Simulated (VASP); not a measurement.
Wanted: the native input for a VASP 6.6.1 run.

```
Task                   : single point
Functional             : PBE
Dispersion             : D3(BJ)
Potentials or basis    : VASP PAW PBE potentials, release 64 (O, H, C)
Cutoff                 : 520 eV
k mesh                 : 1 × 1 × 1
Occupations            : fermi-dirac, width 0.05 eV
Spin                   : no spin polarisation
Dipole correction      : no
Further INCAR settings : LREAL = Auto; ALGO = Normal; EDIFF = 1e-06; NBANDS = 36
```

The structure of H10CO5 lies in POSCAR:

```
H10CO5
1.0
    6.1736310000      0.0000000000      0.0000000000
    0.0000000000      6.1736310000      0.0000000000
    0.0000000000      0.0000000000      6.1736310000
O H C
5 10 1
Direct
    0.4064220877      0.9495546462      0.9860971606
    0.1687661605      0.4949923311      0.2672495327
    0.2320838417      0.1363541164      0.4705172693
    0.5544549067      0.8768907633      0.4981995199
    0.8082925591      0.6895293872      1.0397608798
    0.4510149700      0.9634848600      0.8282645983
    0.2417054080      0.9923657569      0.9924467465
    0.1243352575      0.6026923216      0.1719571513
    0.3223224712      0.4452323114      0.2740688583
    0.2982037637      0.1412782850      0.6248834762
    0.1139685867      0.0297231888      0.5590551168
    0.4300548575      0.7731430660      0.5223830190
    0.7117529376      0.8299329843      0.4883673806
    0.9363047451      0.4558257531      0.8356184553
    0.7464812847      0.3815420779      1.0597005231
    0.8267905873      0.5204230703      0.9668054343
```

One way to write it, as run:

INCAR

```
SYSTEM = H10CO5
PREC = Accurate ; ENCUT = 520
EDIFF = 1E-6 ; ISMEAR = -1
SIGMA = 0.05 ; LREAL = Auto
LASPH = .True. ; NELM = 80
ALGO = Normal ; ISIF = 2
LWAVE = .False. ; LCHARG = .False.
GGA = PE ; IVDW = 12
NBANDS = 36
```

KPOINTS

```
regular mesh
0
Gamma
  1 1 1
  0 0 0
```

Potentials or basis: VASP PAW PBE potentials, release 64 (O, H, C).

Launch:

```bash
$ cat potpaw_PBE.64/O/POTCAR potpaw_PBE.64/H/POTCAR potpaw_PBE.64/C/POTCAR > POTCAR
$ mpirun -np 1 vasp_gam > vasp.out
```

Results of the run:

```json
{
  "Pressure": "-0.9 GPa",
  "Largest force": "8.335 eV/Å",
  "Band gap on the k mesh": "3.38 eV",
  "Dispersion energy per atom": "-0.025 eV"
}
```

Caveat: the k points lie up to 1.02 Å⁻¹ apart.

Wall time 19 s on 1 thread of Intel Xeon 6975P-C, on a shared host, peak memory 0.31 GiB.
